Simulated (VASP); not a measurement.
## Pt: single point with RPBE

Pt:

```
CELL_PARAMETERS angstrom
0.00000 3.02688 3.02688
3.02688 0.00000 3.02688
3.02688 3.02688 0.00000
ATOMIC_POSITIONS crystal
Pt 0.12500 0.12500 0.12500
Pt 0.87500 0.87500 0.87500
```

This cell differs from its parent crystal: volume scaled by 1.12.

```
Program                : VASP 6.6.1
Task                   : single point
Functional             : RPBE
Potentials or basis    : VASP PAW PBE potentials, release 64 (Pt)
Cutoff                 : 520 eV
k mesh                 : 11 × 11 × 11
Occupations            : fermi-dirac, width 0.1 eV
Spin                   : no spin polarisation
Dipole correction      : no
Further INCAR settings : ALGO = Normal; EDIFF = 1e-07; NBANDS = 17
```

```json
{
 "Pressure": "-8.4 GPa",
 "Band gap on the k mesh": "zero (band 10 reaches 3.73 eV, above the bottom of band 11 at 3.25 eV)"
}
```

Levels at points of the mesh, in eV from the Fermi level:
| k point | band 7 | band 8 | band 9 | band 10 | band 11 | band 12 | band 13 | band 14 |
| --- | --- | --- | --- | --- | --- | --- | --- | --- |
| (0.00, 0.00, 0.00) | -1.45 | -1.45 | -1.45 | -0.13 | -0.13 | 9.55 | 10.29 | 10.43 |

It took 30 s on 1 thread of Intel(R) Xeon(R) Platinum 8488C (Sapphire Rapids), on a shared host, peak memory 0.2 GiB.

Caveat: the PAW data sets were made with another functional, which shifts forces and pressure a little; spin-orbit coupling is left out, which moves the levels of the heavy elements.
